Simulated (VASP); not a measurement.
Here is a VASP 6.6.1 calculation.

The input INCAR:

```
PREC = Accurate
ENCUT = 520
EDIFF = 1E-6
ISMEAR = 0
SIGMA = 0.15
LREAL = False
LASPH = True
NELM = 100
ALGO = Normal
ISIF = 2
LWAVE = False
LCHARG = False
GGA = PE
NBANDS = 21
```

File KPOINTS:

```
regular mesh
0
Gamma
  18 18 18
```

The input POSCAR:

```
Ge
1.0
    0.0000000000      2.8949374458      2.8805347719
    2.8805347719      0.0000000000      2.8805347719
    2.8805347719      2.8949374458      0.0000000000
Ge
2
Direct
    0.5000000000      0.5000000000      0.5000000000
    0.7500000000      0.7500000000      0.7500000000
```

Potentials or basis: VASP PAW PBE potentials, release 64 (Ge_d).

Run with:

```bash
$ cat potpaw_PBE.64/Ge_d/POTCAR > POTCAR
$ mpirun -np 1 vasp_std > vasp.out
```

**Question.** Estimate the pressure.

**Answer.** -0.4 GPa.

**Question.** What does it give for the band gap on the k mesh?

**Answer.** Zero (filled and empty bands touch).

Stress tensor (GPa, compression positive):
```
-0.27  0.00  0.00
 0.00 -0.61  0.00
 0.00  0.00 -0.27
```

Caveat: the cell differs from its parent crystal (strain +0.0050 x Voigt [0, 1, 0, 0, 0, 0]); semilocal functionals underestimate gaps, and a narrow one can read as zero.
